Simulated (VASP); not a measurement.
A run of VASP 6.6.1 is set up as follows.

INCAR

```
SYSTEM = ZnSe
PREC = Accurate
ENCUT = 520
EDIFF = 1E-7
ISMEAR = 0
SIGMA = 0.02
LREAL = .FALSE.
LASPH = .TRUE.
NELM = 100
ALGO = Normal
ISIF = 2
LWAVE = .FALSE.
LCHARG = .FALSE.
GGA = PE
NBANDS = 16
```

The input KPOINTS:

```
Automatic mesh
0
G
  8 8 8
  0 0 0
```

The input POSCAR:

```
ZnSe
1.0
    0.0000000000      2.8029399180      2.8029399180
    2.8029399180      0.0000000000      2.8029399180
    2.8029399180      2.8029399180      0.0000000000
Zn Se
1 1
Direct
    0.0000000000      0.0000000000      0.0000000000
    0.7500000000      0.7500000000      0.7500000000
```

Potentials or basis: VASP PAW PBE potentials, release 64 (Zn, Se).

The run is started by

```console
$ cat potpaw_PBE.64/Zn/POTCAR potpaw_PBE.64/Se/POTCAR > POTCAR
$ mpirun -np 1 vasp_std > vasp.out
```

**Question.** Predict the pressure.

**Answer.** 4.7 GPa.

**Question.** What does it give for the band gap on the k mesh?

**Answer.** 1.42 eV, direct.

Caveat: the cell differs from its parent crystal (functional PBE, strained).
